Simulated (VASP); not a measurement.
# AlN (Pm) in VASP: a series of runs

Runs on AlN. Level: PBE. Tasks: single point.

Program: VASP 6.6.1. These are calculated values, not measurements. Logs are shortened: lines on timing, memory, paths and dates and some standing lists are left out, and cuts for length are marked.

## (1) The cell of the first run

Symmetry: Pm, No. 6, monoclinic system. The conventional cell has a = 3.313 Å, b = 4.187 Å, c = 5.739 Å, α = 90.00°, β = 90.00°, γ = 90.00°. Al (site symmetry m) has 1 N at 1.40 Å within 1.9 Å. Al (site symmetry m) has 5 N at 1.91 to 2.09 Å within 2.5 Å. Al (site symmetry m) has 5 N at 1.91 to 2.09 Å within 2.5 Å. Within 2.5 Å of Al (site symmetry m) lie 5 N at 1.91 to 2.09 Å. N (site symmetry m) has 5 Al at 1.91 to 2.16 Å within 2.5 Å. N (site symmetry m) has 5 Al at 1.91 to 2.09 Å within 2.5 Å. Within 1.9 Å of N (site symmetry m) lie 1 Al at 1.40 Å. N (site symmetry m) has 5 Al at 1.91 to 2.12 Å within 2.5 Å.

## (2) Single point, PBE (atom 1 (Al) moved by +0.378 Å along [1 0 0] and -0.378 Å along [1 2 0])

File INCAR:

```
SYSTEM = AlN
PREC = Accurate
ENCUT = 520
EDIFF = 1E-7
ISMEAR = 0
SIGMA = 0.05
LREAL = .False.
LASPH = .True.
NELM = 80
ALGO = Normal
ISIF = 2
LWAVE = .False.
LCHARG = .True.
GGA = PE
LELF = .True.
LVHAR = .True.
NBANDS = 26
```

File KPOINTS:

```
regular mesh
0
Gamma
  8 6 4
  0 0 0
```

File POSCAR:

```
AlN
1.0
   -1.6567491617      2.8695737234      0.0000000000
    0.0000000000      0.0000000000      4.1874629526
    4.9702474850      2.8695737234      0.0000000000
Al N
4 4
Direct
    0.3441654251      0.7500000000      0.1907743593
    0.0000000000      0.7500000000      0.6666666667
    0.0000000000      0.2500000000      0.3333333333
    0.5000000000      0.2500000000      0.8333333333
    0.5000000000      0.2500000000      0.1666666667
    0.0000000000      0.2500000000      0.6666666667
    0.0000000000      0.7500000000      0.3333333333
    0.5000000000      0.7500000000      0.8333333333
```

Potentials or basis: VASP PAW PBE potentials, release 64 (Al, N).

Started as:

```sh
$ cat potpaw_PBE.64/Al/POTCAR potpaw_PBE.64/N/POTCAR > POTCAR
$ mpirun -np 1 vasp_std > vasp.out
```

OUTCAR:

```text
SYSTEM = AlN
   PREC = Accurate
   ENCUT = 520
   EDIFF = 1E-7
   ISMEAR = 0
   LREAL = .False.
   LASPH = .True.
   NELM = 80
   ISIF = 2
   GGA = PE

 ion  position               nearest neighbor table
   1  0.344  0.750  0.191-   7 1.40   8 2.12   5 2.16   5 2.16   7 2.32   3 2.52   3 2.52   2 2.96
                             4 2.98   4 2.98   3 3.13   3 3.13   2 3.22
   2  0.000  0.750  0.667-   8 1.91   8 1.91   7 1.91   6 2.09   6 2.09   4 2.84   4 2.84   4 2.84
                             4 2.84   3 2.84   3 2.84   1 2.96   1 3.22
   3  0.000  0.250  0.333-   5 1.91   5 1.91   6 1.91   7 2.09   7 2.09   1 2.52   1 2.52   2 2.84
                             2 2.84   1 3.13   1 3.13   4 3.31   4 3.31   4 3.31   4 3.31
   4  0.500  0.250  0.833-   6 1.91   6 1.91   5 1.91   8 2.09   8 2.09   2 2.84   2 2.84   2 2.84
                             2 2.84   1 2.98   1 2.98   3 3.31   3 3.31   3 3.31   3 3.31
   5  0.500  0.250  0.167-   3 1.91   3 1.91   4 1.91   1 2.16   1 2.16
   6  0.000  0.250  0.667-   4 1.91   4 1.91   3 1.91   2 2.09   2 2.09
   7  0.000  0.750  0.333-   1 1.40   2 1.91   3 2.09   3 2.09   1 2.32
   8  0.500  0.750  0.833-   2 1.91   2 1.91   4 2.09   4 2.09   1 2.12

  LATTYP: Found a simple orthorhombic cell.
 ALAT       =     3.3134983233
 B/A-ratio  =     1.2637588868
 C/A-ratio  =     1.7320508076

  Lattice vectors:

 A1 = (  -1.6567491617,   2.8695737234,   0.0000000000)
 A2 = (   0.0000000000,   0.0000000000,   4.1874629526)
 A3 = (   4.9702474850,   2.8695737234,   0.0000000000)

Analysis of symmetry for initial positions (statically):
=====================================================================
 Subroutine PRICEL returns:
 Original cell was already a primitive cell.

 Routine SETGRP: Setting up the symmetry group for a
 simple orthorhombic supercell.

 Subroutine GETGRP returns: Found  2 space group operations
 (whereof  1 operations were pure point group operations)
 out of a pool of  8 trial point group operations.

The static configuration has the point symmetry C_1 .
 The point group associated with its full space group is C_1h.

Analysis of symmetry for dynamics (positions and initial velocities):
=====================================================================
 Subroutine PRICEL returns:
 Original cell was already a primitive cell.

 Routine SETGRP: Setting up the symmetry group for a
 simple orthorhombic supercell.

 Subroutine GETGRP returns: Found  2 space group operations
 (whereof  1 operations were pure point group operations)
 out of a pool of  8 trial point group operations.

The dynamic configuration has the point symmetry C_1 .
 The point group associated with its full space group is C_1h.

 Subroutine INISYM returns: Found  2 space group operations
 (whereof  1 operations are pure point group operations),
 and found     1 'primitive' translations

----------------------------------------------------------------------------------------

                                     Primitive cell

  volume of cell :      79.6315

  direct lattice vectors                    reciprocal lattice vectors
    -1.656749162  2.869573723  0.000000000    -0.150897919  0.261362862  0.000000000
     0.000000000  0.000000000  4.187462953     0.000000000  0.000000000  0.238808083
     4.970247485  2.869573723  0.000000000     0.150897919  0.087120954  0.000000000

  length of vectors
     3.313498323  4.187462953  5.739147447     0.301795837  0.238808083  0.174241908

  position of ions in fractional coordinates (direct lattice)
     0.344165425  0.750000000  0.190774359
     0.000000000  0.750000000  0.666666667
     0.000000000  0.250000000  0.333333333
     0.500000000  0.250000000  0.833333333
     0.500000000  0.250000000  0.166666667
     0.000000000  0.250000000  0.666666667
     0.000000000  0.750000000  0.333333333
     0.500000000  0.750000000  0.833333333

  ion indices of the primitive-cell ions
   primitive index   ion index
                 1           1
                 2           2
                 3           3
[... 46 lines left out ...]
   GGA     = PE    functional components
   LHFCALC =     F    Hartree Fock is set to
   AEXX    =    0.0000 exact exchange contribution
   IVDW    =     0    specifies the selected vdW correction
   LEPSILON=     F    determine dielectric tensor
   LRPA    =     F    only Hartree local field effects (RPA)
 non-spin polarized calculation
 Gauss-broadening in eV      SIGMA  =   0.05
  energy-cutoff  :      520.00
  volume of cell :       79.63
 maximum number of plane-waves:      2174
 NGX is ok and might be reduce to    28
   NGX = 13   NGY = 15   NGZ = 21

 number of electron      31.9999993 magnetization

 Free energy of the ion-electron system (eV)
  ---------------------------------------------------
  ext. energy  EPLUGINS =         0.00000000
  ---------------------------------------------------
  free energy    TOTEN  =       -54.04423268 eV

  energy without entropy =      -54.04423268  energy(sigma->0) =      -54.04423268

 E-fermi :   8.0519     XC(G=0): -11.1365

 val. band max:        7.8074733145   @ k =   0.0000   0.0000   0.0000
 cond. band min:      10.8494107300   @ k =   0.0000   0.0000   0.0000
 fundamental gap:      3.0419374156
 Fermi energy:         8.0518898922

 k-point     1 :       0.0000    0.0000    0.0000
  band No.  band energies     occupation
      1      -8.9697      2.00000
      2      -7.1187      2.00000
      3      -5.9848      2.00000
      4      -5.1637      2.00000
      5       0.9353      2.00000
      6       1.3306      2.00000
[... 18 lines left out ...]
     25      17.2888      0.00000
     26      18.8010      0.00000

 k-point     2 :       0.1250    0.0000   -0.0000
  band No.  band energies     occupation
      1      -8.8436      2.00000
      2      -7.0189      2.00000
      3      -6.0153      2.00000
      4      -5.1662      2.00000
      5       1.0722      2.00000
      6       1.3265      2.00000
[... 18 lines left out ...]
     25      17.9339      0.00000
[... 608 lines left out ...]
     25      17.5815      0.00000
     26      17.9367      0.00000

 k-point    24 :       0.2500    0.0000    0.2500
  band No.  band energies     occupation
      1      -8.3656      2.00000
      2      -7.1018      2.00000
      3      -5.9489      2.00000
      4      -5.1855      2.00000
      5       1.6014      2.00000
      6       1.6417      2.00000
[... 18 lines left out ...]
     25      17.8911      0.00000
     26      17.9162      0.00000

 [... further k-points ...]

------------------------ aborting loop because EDIFF is reached ----------------------------------------

  FORCE on cell =-STRESS in cart. coord.  units (eV):
  Direction    XX          YY          ZZ          XY          YZ          ZX
  --------------------------------------------------------------------------------------
  -------------------------------------------------------------------------------------
  Total       24.0629496      3.1687306      0.5353122    -11.5681378      0.0000000      0.0000000
  in kB      484.1437490     63.7544907     10.7704189   -232.7495886      0.0000000      0.0000000
  external PRESSURE =     186.2228862 kB  Pullay stress =       0.0000000 kB

 VOLUME and BASIS-vectors are now :
 -----------------------------------------------------------------------------
  energy-cutoff  :      520.00
  volume of cell :       79.63
      direct lattice vectors                 reciprocal lattice vectors
    -1.656749162  2.869573723  0.000000000    -0.150897919  0.261362862  0.000000000
     0.000000000  0.000000000  4.187462953     0.000000000  0.000000000  0.238808083
     4.970247485  2.869573723  0.000000000     0.150897919  0.087120954  0.000000000

 POSITION                                       TOTAL-FORCE (eV/Angst)
 -----------------------------------------------------------------------------------
      0.37800      1.53505      3.14060       -23.588381     11.141205      0.000000
      3.31350      1.91305      3.14060         0.508177      0.003217      0.000000
      1.65675      0.95652      1.04687         1.031025     -0.809200      0.000000
      3.31350      3.82610      1.04687         0.082082      0.269771      0.000000
      0.00000      1.91305      1.04687         1.065069     -0.659355      0.000000
      3.31350      1.91305      1.04687        -0.332107     -0.224062      0.000000
      1.65675      0.95652      3.14060        20.302762     -9.395639      0.000000
      3.31350      3.82610      3.14060         0.931373     -0.325938      0.000000
 -----------------------------------------------------------------------------------
    total drift:                               -0.000648      0.000393      0.000000

  FREE ENERGIE OF THE ION-ELECTRON SYSTEM (eV)
  ---------------------------------------------------
  free  energy   TOTEN  =       -54.0442326782 eV

  energy  without entropy=      -54.0442326782  energy(sigma->0) =      -54.04423268
```

Run time: 3.9 min. Hardware: 1 thread of Intel Xeon Platinum 8259CL at 2.50GHz (Skylake/Cascade Lake), shared host; peak memory 0.26 GiB.

Results:

| Quantity | Value |
| --- | --- |
| Free energy | -54.0442 eV |
| Pressure | 18.6 GPa |
| Largest force | 26.087 eV/Å |
| Band gap on the k mesh | 3.04 eV, direct |

Forces in eV/Å, atoms in the order of the input:
```
Al  -23.588  11.141   0.000
Al    0.508   0.003   0.000
Al    1.031  -0.809   0.000
Al    0.082   0.270   0.000
N     1.065  -0.659   0.000
N    -0.332  -0.224   0.000
N    20.303  -9.396   0.000
N     0.931  -0.326   0.000
```

Caveat: the cell differs from its parent crystal (atom 1 (Al) moved by +0.378 Å along [1 0 0] and -0.378 Å along [1 2 0]); forces of over 1 eV/Å act on the atoms, so gaps and moduli don't describe the material at rest.

## (3) Single point, PBE (atom 1 (Al) moved by +0.378 Å along [1 0 0] and -0.630 Å along [1 2 0])

File INCAR:

```
SYSTEM = AlN
  PREC = Accurate
  ENCUT = 520
  EDIFF = 1E-6
  ISMEAR = 0
  SIGMA = 0.05
  LREAL = .False.
  LASPH = .True.
  NELM = 100
  ALGO = Normal
  ISIF = 2
  LWAVE = .False.
  LCHARG = .False.
  GGA = PE
  NBANDS = 26
```

File KPOINTS:

```
Automatic mesh
0
Gamma
  8 6 4
  0 0 0
```

Changes to POSCAR since step 2:

```diff
@@ -8,3 +8,3 @@
 Direct
-    0.3441654251      0.7500000000      0.1907743593
+    0.2783019840      0.7500000000      0.1688198790
     0.0000000000      0.7500000000      0.6666666667
```

Potentials or basis: VASP PAW PBE potentials, release 64 (Al, N).

Started as:

```sh
$ cat potpaw_PBE.64/Al/POTCAR potpaw_PBE.64/N/POTCAR > POTCAR
$ mpirun -np 1 vasp_std > vasp.out
```

Wall time 2.4 min (1 thread of Intel Xeon Platinum 8259CL at 2.50GHz (Skylake/Cascade Lake), shared host); peak memory 0.25 GiB.

Results (log left out):

```yaml
Free_energy: -51.1228 eV
Pressure: 28.4 GPa
Largest_force: 37.228 eV/Å
Band_gap_on_the_k_mesh: 2.64 eV, direct
```

Forces on the atoms (eV/Å):
```
Al  -35.535  11.096   0.000
Al   -0.216  -0.518   0.000
Al    1.384  -0.709   0.000
Al    0.041   0.353   0.000
N     0.818  -1.349   0.000
N    -0.161  -0.109   0.000
N    32.602  -8.217   0.000
N     1.067  -0.547   0.000
```

Stress tensor (GPa, compression positive):
```
 81.31 -19.82   0.00
-19.82   1.52   0.00
  0.00   0.00   2.51
```

Levels at points of the mesh, in eV from the valence-band top:
```
           k point  band 13  band 14  band 15  band 16  band 17  band 18  band 19  band 20
(0.00, 0.00, 0.00)    -1.67    -1.36    -1.27     0.00     2.64     3.80     4.28     6.37
(0.50, 0.00, 0.00)    -3.10    -2.34    -2.04    -1.72     4.83     5.20     6.27     6.54
(0.00, 0.50, 0.00)    -2.30    -1.90    -1.85    -1.46     4.51     4.64     5.65     5.69
(0.50, 0.50, 0.00)    -1.55    -1.15    -0.84    -0.46     4.64     5.73     6.44     6.70
(0.00, 0.00, 0.50)    -1.36    -1.29    -1.14    -0.82     3.76     4.94     5.46     5.75
(0.50, 0.00, 0.50)    -3.29    -2.25    -1.70    -1.00     3.49     4.23     6.39     6.52
(0.00, 0.50, 0.50)    -2.14    -2.07    -1.70    -1.41     4.46     4.68     5.52     6.10
(0.50, 0.50, 0.50)    -2.27    -1.63    -1.52    -1.15     4.12     4.61     5.35     5.62
```

Caveat: the cell differs from its parent crystal (atom 1 (Al) moved by +0.378 Å along [1 0 0] and -0.630 Å along [1 2 0]); forces of over 1 eV/Å act on the atoms, so gaps and moduli don't describe the material at rest.

## (4) Single point, PBE (atom 1 (Al) moved by -0.126 Å along [1 0 0] and -0.630 Å along [1 2 0])

File INCAR:

```
ALGO     = Normal         # electronic algorithm
EDIFF    = 1E-6           # SCF threshold, eV
ENCUT    = 520            # plane-wave cutoff, eV
GGA      = PE             # functional
ISIF     = 2              # what is computed and relaxed
ISMEAR   = 0              # smearing method
LASPH    = T              # aspherical terms in the spheres
LCHARG   = F              # write CHGCAR
LREAL    = F              # projectors in reciprocal space
LWAVE    = F              # write WAVECAR
NBANDS   = 26             # bands
NELM     = 80             # most SCF steps
PREC     = Accurate       # precision mode
SIGMA    = 0.05           # smearing width, eV
```

File KPOINTS:

```
k-points
0
Gamma
  8 6 4
```

Changes to POSCAR since step 3:

```diff
@@ -8,3 +8,3 @@
 Direct
-    0.2783019840      0.7500000000      0.1688198790
+    0.3543545349      0.7500000000      0.0927673280
     0.0000000000      0.7500000000      0.6666666667
```

Started as:

```sh
$ cat potpaw_PBE.64/Al/POTCAR potpaw_PBE.64/N/POTCAR > POTCAR
$ mpirun -np 1 vasp_std > vasp.out
```

It took 2.2 min on 1 thread of Intel Xeon Platinum 8259CL at 2.50GHz (Skylake/Cascade Lake), shared host; peak memory 0.25 GiB.

It converged, with:

```
Free energy            : -55.6348 eV
Pressure               : 10.5 GPa
Largest force          : 12.385 eV/Å
Band gap on the k mesh : 1.91 eV, direct
```

Forces in eV/Å, atoms in the order of the input:
```
Al  10.538  6.506  0.000
Al  -2.289 -1.706  0.000
Al  -0.036 -0.577  0.000
Al  -0.405  0.384  0.000
N   -1.078 -1.923  0.000
N    0.817  0.401  0.000
N    0.734 -0.531  0.000
N   -8.282 -2.555  0.000
```

Stress tensor (GPa, compression positive):
```
29.64  5.34  0.00
 5.34  0.51  0.00
 0.00  0.00  1.21
```

Levels at points of the mesh, in eV from the valence-band top:
| k point | band 13 | band 14 | band 15 | band 16 | band 17 | band 18 | band 19 | band 20 |
| --- | --- | --- | --- | --- | --- | --- | --- | --- |
| (0.00, 0.00, 0.00) | -2.51 | -1.87 | -0.13 | 0.00 | 1.91 | 3.52 | 4.37 | 6.40 |
| (0.50, 0.00, 0.00) | -2.67 | -2.36 | -2.15 | -1.89 | 4.45 | 4.51 | 5.84 | 6.12 |
| (0.00, 0.50, 0.00) | -2.50 | -1.76 | -1.65 | -0.63 | 3.12 | 4.48 | 5.32 | 6.01 |
| (0.50, 0.50, 0.00) | -1.89 | -1.62 | -0.64 | -0.37 | 4.83 | 4.90 | 6.18 | 6.55 |
| (0.00, 0.00, 0.50) | -2.35 | -1.94 | -0.63 | -0.08 | 2.87 | 4.83 | 5.60 | 5.73 |
| (0.50, 0.00, 0.50) | -2.90 | -2.35 | -1.79 | -1.25 | 2.93 | 4.04 | 5.64 | 6.43 |
| (0.00, 0.50, 0.50) | -2.41 | -1.70 | -1.51 | -0.70 | 2.88 | 4.58 | 5.03 | 6.54 |
| (0.50, 0.50, 0.50) | -2.61 | -2.33 | -1.35 | -0.82 | 3.86 | 4.09 | 5.21 | 5.50 |

Caveat: the cell differs from its parent crystal (atom 1 (Al) moved by -0.126 Å along [1 0 0] and -0.630 Å along [1 2 0]); forces of over 1 eV/Å act on the atoms, so gaps and moduli don't describe the material at rest.

## (5) Single point, PBE (atom 1 (Al) moved by +0.630 Å along [1 0 0] and -0.378 Å along [1 2 0])

File INCAR:

```
SYSTEM = AlN
ALGO     = Normal         ! electronic algorithm
EDIFF    = 1E-7           ! SCF threshold, eV
ENCUT    = 520            ! plane-wave cutoff, eV
GGA      = PE             ! functional
ISIF     = 2              ! what is computed and relaxed
ISMEAR   = 0              ! smearing method
LASPH    = .TRUE.         ! aspherical terms in the spheres
LCHARG   = .FALSE.        ! write CHGCAR
LREAL    = .FALSE.        ! projectors in reciprocal space
LWAVE    = .FALSE.        ! write WAVECAR
NBANDS   = 26             ! bands
NELM     = 80             ! most SCF steps
PREC     = Accurate       ! precision mode
SIGMA    = 0.05           ! smearing width, eV
```

File KPOINTS:

```
k-points
0
G
  8 6 4
  0 0 0
```

Changes to POSCAR since step 4:

```diff
@@ -8,3 +8,3 @@
 Direct
-    0.3543545349      0.7500000000      0.0927673280
+    0.3061391496      0.7500000000      0.2288006348
     0.0000000000      0.7500000000      0.6666666667
```

Started as:

```sh
$ cat potpaw_PBE.64/Al/POTCAR potpaw_PBE.64/N/POTCAR > POTCAR
$ mpirun -np 1 vasp_std > vasp.out
```

Run time: 2.7 min. Hardware: 1 thread of Intel Xeon Platinum 8259CL at 2.50GHz (Skylake/Cascade Lake), shared host; peak memory 0.25 GiB.

Results (log left out):

| Property | Result |
| --- | --- |
| Free energy | -43.9155 eV |
| Pressure | 48.6 GPa |
| Largest force | 69.387 eV/Å |
| Band gap on the k mesh | 2.75 eV, direct |

Forces on the atoms (eV/Å):
```
Al  -60.874  33.301   0.000
Al    1.448   0.252   0.000
Al    1.471  -1.288   0.000
Al    0.262   0.289   0.000
N     1.946  -0.451   0.000
N    -0.788  -0.416   0.000
N    55.989 -31.192   0.000
N     0.546  -0.495   0.000
```

Stress tensor (GPa, compression positive):
```
111.53 -64.53   0.00
-64.53  31.31   0.00
  0.00   0.00   3.07
```

Levels at points of the mesh, in eV from the valence-band top:
```
           k point  band 12  band 13  band 14  band 15  band 16  band 17  band 18  band 19  band 20  band 21
(0.00, 0.00, 0.00)    -2.60    -1.75    -1.34    -0.79     0.00     2.75     3.73     4.48     6.60     6.80
(0.50, 0.00, 0.00)    -3.20    -3.10    -2.20    -1.96    -1.30     5.21     5.72     6.04     6.33     6.69
(0.00, 0.50, 0.00)    -2.33    -2.25    -1.74    -1.66    -1.02     4.77     4.94     5.66     5.71     8.00
(0.50, 0.50, 0.00)    -3.32    -2.11    -0.90    -0.37    -0.32     5.02     5.81     6.46     6.59     8.10
(0.00, 0.00, 0.50)    -2.43    -1.64    -1.47    -0.75    -0.47     4.33     4.60     5.50     6.02     7.35
(0.50, 0.00, 0.50)    -3.60    -3.20    -2.24    -1.64    -0.58     3.84     4.17     5.87     6.79     7.40
(0.00, 0.50, 0.50)    -2.61    -2.22    -1.92    -1.29    -0.97     4.92     5.05     5.56     5.84     7.56
(0.50, 0.50, 0.50)    -2.84    -2.20    -1.17    -1.11    -1.02     4.56     4.93     5.13     5.27     8.21
```

Caveat: the cell differs from its parent crystal (atom 1 (Al) moved by +0.630 Å along [1 0 0] and -0.378 Å along [1 2 0]); forces of over 1 eV/Å act on the atoms, so gaps and moduli don't describe the material at rest.
